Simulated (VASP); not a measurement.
A run of VASP 6.6.1 is set up as follows.

Contents of INCAR:

```
  ALGO = Normal
  EDIFF = 1E-7
  ENCUT = 520
  GGA = PS
  ISIF = 2
  ISMEAR = -1
  LASPH = True
  LCHARG = False
  LREAL = False
  LWAVE = False
  NBANDS = 30
  NELM = 80
  PREC = Accurate
  SIGMA = 0.05
```

KPOINTS

```
k-points
0
Gamma
  7 7 7
```

File POSCAR:

```
Pt3Rh
1.0
    3.8836274675      0.0000000000      0.0000000000
    0.0000000000      3.8836274675      0.0000000000
    0.0000000000      0.0000000000      3.8836274675
Pt Rh
3 1
Direct
    0.0000000000      0.0000000000      0.5000000000
    0.0000000000      0.5000000000      0.0000000000
    0.5000000000      0.0000000000      0.0000000000
    0.5000000000      0.5000000000      0.5000000000
```

Potentials or basis: VASP PAW PBE potentials, release 64 (Pt, Rh_pv).

Run with:

```bash
$ cat potpaw_PBE.64/Pt/POTCAR potpaw_PBE.64/Rh_pv/POTCAR > POTCAR
$ mpirun -np 1 vasp_std > vasp.out
```

Q: Predict the pressure.

A: -0.4 GPa.

Caveat: the PAW data sets were made with another functional, which shifts forces and pressure a little.
